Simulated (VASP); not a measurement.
A run of VASP 6.6.1 is set up as follows.

Contents of INCAR:

```
PREC     = Accurate       # precision mode
ENCUT    = 520            # plane-wave cutoff, eV
EDIFF    = 1E-6           # SCF threshold, eV
ISMEAR   = -1             # smearing method
SIGMA    = 0.02           # smearing width, eV
LREAL    = False          # projectors in reciprocal space
LASPH    = True           # aspherical terms in the spheres
NELM     = 60             # most SCF steps
ALGO     = Normal         # electronic algorithm
ISIF     = 2              # what is computed and relaxed
LWAVE    = False          # write WAVECAR
LCHARG   = True           # write CHGCAR
GGA      = PE             # functional
LELF     = True           # ELF
LVHAR    = True         
NBANDS   = 10             # bands
```

The input KPOINTS:

```
regular mesh
0
Gamma
  15 15 15
```

POSCAR

```
Br
1.0
    2.8000460321      0.0000000000      0.0000000000
    0.0000000000      2.8000460321      0.0000000000
    0.0000000000      0.0000000000      2.8000460321
Br
1
Direct
    0.0000000000      0.0000000000      0.0000000000
```

Potentials or basis: VASP PAW PBE potentials, release 64 (Br).

Launch:

```bash
$ cat potpaw_PBE.64/Br/POTCAR > POTCAR
$ mpirun -np 1 vasp_std > vasp.out
```

Problem. Estimate the band gap on the k mesh.

Solution. Zero (an odd number of electrons rules out a gap without spin polarisation).

Problem. What does it give for the pressure?

Solution. 20.0 GPa.

Caveat: the cell stands under pressure; an odd number of electrons without spin polarisation forces a metal; a magnetic or distorted state may lie lower.
